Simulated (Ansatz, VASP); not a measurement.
## MgO: VASP beside Ansatz

INCAR

```
SYSTEM = MgO
PREC = Accurate ; ENCUT = 520
EDIFF = 1E-7 ; ISMEAR = 0
SIGMA = 0.015 ; LREAL = .False.
LASPH = .True. ; NELM = 100
ALGO = Normal ; ISIF = 2
LWAVE = .False. ; LCHARG = .True.
GGA = PE ; LELF = .True.
LVHAR = .True. ; NBANDS = 11
```

The input KPOINTS:

```
regular mesh
0
Gamma
  11 11 11
  0 0 0
```

The input POSCAR:

```
MgO
1.0
    0.0000000000      2.0970013927      2.0970013927
    2.0970013927      0.0000000000      2.0970013927
    2.0970013927      2.0970013927      0.0000000000
Mg O
1 1
Direct
    0.0000000000      0.0000000000      0.0000000000
    0.5000000000      0.5000000000      0.5000000000
```

input.yaml

```yaml
crystal:
  lattice:
    - [0.0, 2.0970013927, 2.0970013927]
    - [2.0970013927, 0.0, 2.0970013927]
    - [2.0970013927, 2.0970013927, 0.0]
  atoms:
    - { symbol: Mg, position: [0.0, 0.0, 0.0] }
    - { symbol: O, position: [0.5, 0.5, 0.5] }
kpoints:
  mp_grid: { grid: [11, 11, 11] }
scf:
  occupations: { method: gaussian, width: 0.015 }
hamiltonian:
  xc: pbe
  pseudopotentials: { kind: all_electron, lapw: { basis_error: 0.001 } }
output:
  forces: true
  stress: true
  eigenvalues: true
```

Alike in both runs: task single point; functional PBE; k mesh 11 × 11 × 11; occupations gaussian, width 0.015 eV; no spin polarisation.

```csv
,VASP,Ansatz
version,VASP 6.6.1,Ansatz 0.2.0
potentials or method,"VASP PAW PBE potentials, release 64 (Mg, O), cutoff 520 eV","all-electron LAPW, scalar-relativistic"
```

Ansatz gave:

- gap on the k mesh at the Fermi level (eV): 4.86
- least direct gap on the mesh (eV): 4.86
- pressure (GPa): 7.0

Q: Estimate VASP's values.

A: gap on the k mesh at the Fermi level (eV): 4.85; least direct gap on the mesh (eV): 4.85; pressure (GPa): 6.2.

Ansatz ran all-electron here, and VASP with PAW potentials.
